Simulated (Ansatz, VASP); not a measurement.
**Two plane-wave programs on WS2**

```xyz
9
Lattice="3.1815 0.0000 0.0000 -1.5907 2.7552 0.0000 0.0000 0.0000 28.6962" Properties=species:S:1:pos:R:3 pbc="T T T"
W     1.5907    0.9184   18.9313
W     0.0000    1.8368   25.4674
W     0.0000    1.8368   12.3962
S     1.5907    0.9184   27.0263
S     1.5907    0.9184   13.9558
S     0.0000    1.8368   20.4909
S     1.5907    0.9184   23.9078
S     1.5907    0.9184   10.8372
S     0.0000    1.8368   17.3718
```

Alike in both runs: functional r2SCAN; k mesh 12 × 12 × 1; occupations gaussian, width 0.02 eV; no spin polarisation.

Ansatz relaxed the structure, and its values are those at the end. VASP's run is a single point on that final structure, the one shown.

|  | VASP | Ansatz |
| --- | --- | --- |
| version | VASP 6.6.1 | Ansatz 0.2.0 |
| potentials or method | VASP PAW PBE potentials, release 64 (W_sv, S), cutoff 520 eV | scalar-relativistic, plane waves, PAW |
| valence electrons in the cell | 78 | 78 |

|  | VASP | Ansatz | Ansatz less VASP |
| --- | --- | --- | --- |
| gap on the k mesh at the Fermi level (eV) | 1.50 | 1.48 | -0.019 |
| least direct gap on the mesh (eV) | 1.89 | 1.89 | -0.004 |
| rms of the force components (eV/Å) | 0.010 | 0.000 | -0.0100 |

VASP's potentials were made for PBE, not for r2SCAN. The functional is the same, so the differences come from potentials, cutoffs and numerics.

Spin-orbit coupling is off throughout.
